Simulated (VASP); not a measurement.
# KTaO3 (R-3m) in VASP: notebook, part 3 of 3

VASP 6.6.1.

## Step 5: Electric field gradients, PBE (equal xy, yz and zx shear strains of -1 %)

INCAR reads:

```
SYSTEM = KTaO3
PREC     = Accurate       ! precision mode
ENCUT    = 520            ! plane-wave cutoff, eV
EDIFF    = 1E-8           ! SCF threshold, eV
ISMEAR   = -1             ! smearing method
SIGMA    = 0.01           ! smearing width, eV
LREAL    = .False.        ! projectors in reciprocal space
LASPH    = .True.         ! aspherical terms in the spheres
NELM     = 60             ! most SCF steps
ALGO     = Normal         ! electronic algorithm
ISIF     = 2              ! what is computed and relaxed
LWAVE    = .False.        ! write WAVECAR
LCHARG   = .False.        ! write CHGCAR
GGA      = PE             ! functional
LEFG     = .True.       
NBANDS   = 27             ! bands
```

KPOINTS reads:

```
Automatic mesh
0
Gamma
  5 5 5
  0 0 0
```

POSCAR reads:

```
KTaO3
1.0
    3.9883000000     -0.0199415000     -0.0199415000
   -0.0199415000      3.9883000000     -0.0199415000
   -0.0199415000     -0.0199415000      3.9883000000
K Ta O
1 1 3
Direct
    0.5000000000      0.5000000000      0.5000000000
    0.0000000000      0.0000000000      0.0000000000
    0.5000000000      0.0000000000      0.0000000000
    0.0000000000      0.5000000000      0.0000000000
    0.0000000000      0.0000000000      0.5000000000
```

Potentials or basis: VASP PAW PBE potentials, release 64 (K_sv, Ta_pv, O).

Started as:

```
> cat potpaw_PBE.64/K_sv/POTCAR potpaw_PBE.64/Ta_pv/POTCAR potpaw_PBE.64/O/POTCAR > POTCAR
> mpirun -np 1 vasp_std > vasp.out
```

OUTCAR:

```text
SYSTEM = KTaO3
   PREC = Accurate
   ENCUT = 520
   EDIFF = 1E-8
   ISMEAR = -1
   LREAL = .False.
   LASPH = .True.
   NELM = 60
   ISIF = 2
   GGA = PE

 ion  position               nearest neighbor table
   1  0.500  0.500  0.500-   3 2.81   4 2.81   5 2.81   3 2.81   4 2.81   5 2.81   5 2.83   3 2.83
                             4 2.83   5 2.83   4 2.83   3 2.83   2 3.42   2 3.42   2 3.47   2 3.47
   2  0.000  0.000  0.000-   3 1.99   4 1.99   5 1.99   5 1.99   4 1.99   3 1.99   1 3.42   1 3.42
                             1 3.47   1 3.47   1 3.47   1 3.47   1 3.47   1 3.47
   3  0.500  0.000  0.000-   2 1.99   2 1.99   1 2.81   1 2.81   1 2.83   1 2.83
   4  0.000  0.500  0.000-   2 1.99   2 1.99   1 2.81   1 2.81   1 2.83   1 2.83
   5  0.000  0.000  0.500-   2 1.99   2 1.99   1 2.81   1 2.81   1 2.83   1 2.83

  LATTYP: Found a trigonal (rhomboedric) cell.
 ALAT       =     3.9883997063
 COS(alpha) =    -0.0099745013

  Lattice vectors:

 A1 = (   3.9883000000,  -0.0199415000,  -0.0199415000)
 A2 = (  -0.0199415000,   3.9883000000,  -0.0199415000)
 A3 = (  -0.0199415000,  -0.0199415000,   3.9883000000)

Analysis of symmetry for initial positions (statically):
=====================================================================
 Subroutine PRICEL returns:
 Original cell was already a primitive cell.

 Routine SETGRP: Setting up the symmetry group for a
 trigonal (rhombohedral) supercell.

 Subroutine GETGRP returns: Found 12 space group operations
 (whereof 12 operations were pure point group operations)
 out of a pool of 12 trial point group operations.

The static configuration has the point symmetry D_3d.

Analysis of symmetry for dynamics (positions and initial velocities):
=====================================================================
 Subroutine PRICEL returns:
 Original cell was already a primitive cell.

 Routine SETGRP: Setting up the symmetry group for a
 trigonal (rhombohedral) supercell.

 Subroutine GETGRP returns: Found 12 space group operations
 (whereof 12 operations were pure point group operations)
 out of a pool of 12 trial point group operations.

The dynamic configuration has the point symmetry D_3d.

 Subroutine INISYM returns: Found 12 space group operations
 (whereof 12 operations are pure point group operations),
 and found     1 'primitive' translations

----------------------------------------------------------------------------------------

                                     Primitive cell

  volume of cell :      63.4353

  direct lattice vectors                    reciprocal lattice vectors
     3.988300000 -0.019941500 -0.019941500     0.250745995  0.001260030  0.001260030
    -0.019941500  3.988300000 -0.019941500     0.001260030  0.250745995  0.001260030
    -0.019941500 -0.019941500  3.988300000     0.001260030  0.001260030  0.250745995

  length of vectors
     3.988399706  3.988399706  3.988399706     0.250752327  0.250752327  0.250752327

  position of ions in fractional coordinates (direct lattice)
     0.500000000  0.500000000  0.500000000
     0.000000000  0.000000000  0.000000000
[... 98 lines left out ...]
  volume/ion in A,a.u.               =      12.69        85.62
  Fermi-wavevector in a.u.,A,eV,Ry     =   1.380042  2.607902 25.912528  1.904517
  Thomas-Fermi vector in A             =   2.504956
   LORBIT       =      0    0 simple, 1 ext, 2 COOP (PROOUT), +10 PAW based schemes
   GGA     = PE    functional components
   LHFCALC =     F    Hartree Fock is set to
   AEXX    =    0.0000 exact exchange contribution
   IVDW    =     0    specifies the selected vdW correction
   LEPSILON=     F    determine dielectric tensor
   LRPA    =     F    only Hartree local field effects (RPA)
 non-spin polarized calculation
  energy-cutoff  :      520.00
  volume of cell :       63.44
 maximum number of plane-waves:      1743
 NGX is ok and might be reduce to    30
   NGX = 15   NGY = 15   NGZ = 15

 number of electron      37.9999976 magnetization

 Free energy of the ion-electron system (eV)
  ---------------------------------------------------
  ext. energy  EPLUGINS =         0.00000000
  ---------------------------------------------------
  free energy    TOTEN  =       -41.01877789 eV

  energy without entropy =      -41.01877789  energy(sigma->0) =      -41.01877789

 E-fermi :   1.9350     XC(G=0): -10.8742

 val. band max:        1.6954383105   @ k =   0.4000   0.4000   0.4000
 cond. band min:       3.9444172856   @ k =   0.0000   0.0000   0.0000
 fundamental gap:      2.2489789752
 Fermi energy:         1.9349776380

 k-point     1 :       0.0000    0.0000    0.0000
  band No.  band energies     occupation
      1     -32.3352      2.00000
      2     -32.3211      2.00000
      3     -32.3211      2.00000
      4     -25.5197      2.00000
      5     -15.7478      2.00000
      6     -15.0405      2.00000
[... 559 lines left out ...]
     26      13.1116      0.00000
     27      13.5942      0.00000

------------------------ aborting loop because EDIFF is reached ----------------------------------------

  FORCE on cell =-STRESS in cart. coord.  units (eV):
  Direction    XX          YY          ZZ          XY          YZ          ZX
  --------------------------------------------------------------------------------------
  -------------------------------------------------------------------------------------
  Total        2.4148410      2.4148410      2.4148410      0.3991937      0.3991937      0.3991937
  in kB       60.9913652     60.9913652     60.9913652     10.0823902     10.0823902     10.0823902
  external PRESSURE =      60.9913652 kB  Pullay stress =       0.0000000 kB

 VOLUME and BASIS-vectors are now :
 -----------------------------------------------------------------------------
  energy-cutoff  :      520.00
  volume of cell :       63.44
      direct lattice vectors                 reciprocal lattice vectors
     3.988300000 -0.019941500 -0.019941500     0.250745995  0.001260030  0.001260030
    -0.019941500  3.988300000 -0.019941500     0.001260030  0.250745995  0.001260030
    -0.019941500 -0.019941500  3.988300000     0.001260030  0.001260030  0.250745995

 POSITION                                       TOTAL-FORCE (eV/Angst)
 -----------------------------------------------------------------------------------
      1.97421      1.97421      1.97421        -0.000000     -0.000000      0.000000
      0.00000      0.00000      0.00000         0.000000      0.000000      0.000000
      1.99415     -0.00997     -0.00997         0.000000     -0.000000      0.000000
     -0.00997      1.99415     -0.00997         0.000000      0.000000      0.000000
     -0.00997     -0.00997      1.99415        -0.000000      0.000000      0.000000
 -----------------------------------------------------------------------------------
    total drift:                                0.000000     -0.000000      0.000000

  FREE ENERGIE OF THE ION-ELECTRON SYSTEM (eV)
  ---------------------------------------------------
  free  energy   TOTEN  =       -41.0187778948 eV

  energy  without entropy=      -41.0187778948  energy(sigma->0) =      -41.01877789

 Electric field gradients (V/A^2)
---------------------------------------------------------------------
 ion       V_xx      V_yy      V_zz      V_xy      V_xz      V_yz
---------------------------------------------------------------------
   1      -0.000    -0.000    -0.000    -0.768    -0.768    -0.768
   2       0.000    -0.000     0.000    11.416    11.416    11.416
   3      19.769    -9.884    -9.884    -1.311    -1.311     0.531
   4      -9.884    19.769    -9.884    -1.311     0.531    -1.311
   5      -9.884    -9.884    19.769     0.531    -1.311    -1.311
---------------------------------------------------------------------

 Electric field gradients after diagonalization (V/A^2)
 (convention: |V_zz| > |V_xx| > |V_yy|)
----------------------------------------------------------------------
 ion       V_xx      V_yy      V_zz     asymmetry (V_yy - V_xx)/ V_zz
----------------------------------------------------------------------
   1       0.768     0.768    -1.537       0.000
   2     -11.416   -11.416    22.833       0.000
   3     -10.416    -9.471    19.886       0.048
   4     -10.416    -9.471    19.886       0.048
   5     -10.416    -9.471    19.886       0.048
----------------------------------------------------------------------

           NMR quadrupolar parameters

 Cq : quadrupolar parameter    Cq=e*Q*V_zz/h
 eta: asymmetry parameters     (V_yy - V_xx)/ V_zz
 Q  : nuclear electric quadrupole moment in mb (millibarn)
----------------------------------------------------------------------
 ion       Cq(MHz)       eta       Q (mb)
----------------------------------------------------------------------
   1      -0.004       0.000       1.000
   2       0.055       0.000       1.000
   3       0.048       0.048       1.000
   4       0.048       0.048       1.000
   5       0.048       0.048       1.000
----------------------------------------------------------------------
```

Run time: 39 s. Hardware: 1 thread of Intel Xeon 6975P-C, shared host; peak memory 0.19 GiB.

What came out:

| Property | Result |
| --- | --- |
| Free energy | -41.0188 eV |
| Pressure | 6.1 GPa |
| Band gap on the k mesh | 2.25 eV, indirect (least direct gap 2.72 eV) |

Electric field gradients, principal values (V/Å²):
```tsv
atom	least	middle	greatest (by size)
1 K	0.768	0.768	-1.537
2 Ta	-11.416	-11.416	22.833
3 O	-9.471	-10.416	19.886
4 O	-9.471	-10.416	19.886
5 O	-9.471	-10.416	19.886
```

Caveat: the cell differs from its parent crystal (equal xy, yz and zx shear strains of -1 %); without QUAD_EFG the Cq values of the log hold for a quadrupole moment of 1 mb, not for the nuclei; spin-orbit coupling is left out, which moves the levels of the heavy elements.
